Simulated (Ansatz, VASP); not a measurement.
## Two plane-wave programs on TiO2

The input INCAR:

```
PREC = Accurate
ENCUT = 520
EDIFF = 1E-6
ISMEAR = 0
SIGMA = 0.05
LREAL = F
LASPH = T
NELM = 100
ALGO = Normal
ISIF = 2
LWAVE = F
LCHARG = F
GGA = PE
NBANDS = 33
```

Contents of KPOINTS:

```
Automatic mesh
0
Gamma
  6 6 10
```

File POSCAR:

```
TiO2
1.0
    4.6048595979      0.0000000000      0.0000000000
    0.0000000000      4.6048595979      0.0000000000
    0.0000000000      0.0000000000      2.9392636202
Ti O
2 4
Direct
    0.0000000000      0.0000000000      0.0078488792
    0.5000000000      0.5000000000      0.5078488792
    0.3050970583      0.3050970583     -0.0117414307
    0.1949029417      0.8050970583      0.4882585693
    0.6949029417      0.6949029417     -0.0117414307
    0.8050970583      0.1949029417      0.4882585693
```

Input for Ansatz:

```yaml
crystal:
  lattice:
    - [4.6048595979, 0.0, 0.0]
    - [0.0, 4.6048595979, 0.0]
    - [0.0, 0.0, 2.9392636202]
  atoms:
    - { symbol: Ti, position: [0.0, 0.0, 0.0078488792] }
    - { symbol: Ti, position: [0.5, 0.5, 0.5078488792] }
    - { symbol: O, position: [0.3050970583, 0.3050970583, -0.0117414307] }
    - { symbol: O, position: [0.1949029417, 0.8050970583, 0.4882585693] }
    - { symbol: O, position: [0.6949029417, 0.6949029417, -0.0117414307] }
    - { symbol: O, position: [0.8050970583, 0.1949029417, 0.4882585693] }
basis:
  ecutwfc: 520.0
kpoints:
  mp_grid: { grid: [6, 6, 10] }
hamiltonian:
  xc: pbe
  pseudopotentials: { kind: paw, azcp: { folder: soft_1 } }
scf:
  occupations: { method: gaussian, width: 0.05 }
output:
  forces: true
  stress: true
  eigenvalues: true
```

Change from the starting cell: mode 1 frozen in at -0.035 Å, equal normal strain along x, y and z -0.0083.

Alike in both runs: task single point; functional PBE; k mesh 6 × 6 × 10; occupations gaussian, width 0.05 eV; no spin polarisation.

|  | VASP | Ansatz |
| --- | --- | --- |
| version | VASP 6.6.1 | Ansatz 0.2.0 |
| potentials or method | VASP PAW PBE potentials, release 64 (Ti_sv, O), cutoff 520 eV | scalar-relativistic, plane waves, PAW |
| valence electrons in the cell | 48 | 48 |

VASP gave:

* gap on the k mesh at the Fermi level (eV): 1.98
* least direct gap on the mesh (eV): 2.00
* pressure (GPa): 7.1
* traceless stress, the component that is largest in VASP (GPa): 1.51
* rms of the force components (eV/Å): 0.100

Problem. What did Ansatz give for the same quantities?

Solution. gap on the k mesh at the Fermi level (eV): 2.01; least direct gap on the mesh (eV): 2.03; pressure (GPa): 6.5; traceless stress, the component that is largest in VASP (GPa): 1.26; rms of the force components (eV/Å): 0.083.

Atom by atom the forces differ by 0.018 eV/Å (rms over components).
